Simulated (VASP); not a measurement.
## SiO2: single point with PBEsol

Crystal: SiO2.

```
Si O
1.0
    -4.48575    4.48575    2.62540
     4.48575   -4.48575    2.62540
     4.48575    4.48575   -2.62540
Si O
4 8
Cartesian
  2.8986 2.8986 2.6254
  2.8986 -2.8986 2.6254
  -2.8986 2.8986 2.6254
  1.5872 1.5872 0.0000
  7.0927 0.0000 0.0000
  0.0000 1.8788 0.0000
  0.0000 7.0927 0.0000
  1.8788 0.0000 0.0000
  2.2429 2.2429 -1.3127
  -2.2429 2.2429 1.3127
  2.2429 -2.2429 1.3127
  2.2429 2.2429 1.3127
```

```json
{"Program": "VASP 6.6.1", "Task": "single point", "Functional": "PBEsol", "Potentials or basis": "VASP PAW PBE potentials, release 64 (Si, O)", "Cutoff": "520 eV", "k mesh": "6 × 6 × 6", "Occupations": "fermi-dirac, width 0.05 eV", "Spin": "no spin polarisation"}
```

| Property | Result |
| --- | --- |
| Pressure | 0.4 GPa |
| Largest force | 0.026 eV/Å |
| Band gap on the k mesh | 5.47 eV, indirect (the least direct gap lies 2.6 meV higher) |

Forces on the atoms (eV/Å):
```
Si  -0.018 -0.018  0.000
Si  -0.018  0.018  0.000
Si   0.018 -0.018  0.000
Si   0.018  0.018  0.000
O   -0.002  0.000  0.000
O    0.000  0.002  0.000
O    0.000 -0.002  0.000
O    0.002  0.000  0.000
O    0.000  0.000  0.000
O    0.000  0.000  0.000
O    0.000  0.000  0.000
O    0.000  0.000  0.000
```

Levels at points of the mesh, in eV from the valence-band top:
| k point | band 30 | band 31 | band 32 | band 33 | band 34 | band 35 |
| --- | --- | --- | --- | --- | --- | --- |
| (0.00, 0.00, 0.00) | -0.67 | -0.01 | 0.00 | 5.47 | 8.38 | 8.39 |
| (0.50, 0.00, 0.00) | -0.77 | -0.59 | -0.26 | 7.61 | 7.82 | 8.72 |
| (0.50, 0.50, 0.00) | -0.39 | -0.38 | -0.24 | 6.60 | 7.03 | 8.55 |
| (0.50, 0.50, 0.50) | -0.19 | 0.00 | 0.00 | 7.55 | 7.55 | 7.67 |

Wall time 11 min on 1 thread of Oxide Virtual Turin-like Processor (shared host), peak memory 0.46 GiB.

Caveat: the PAW data sets were made with another functional, which shifts forces and pressure a little. A k mesh can miss the band edges.
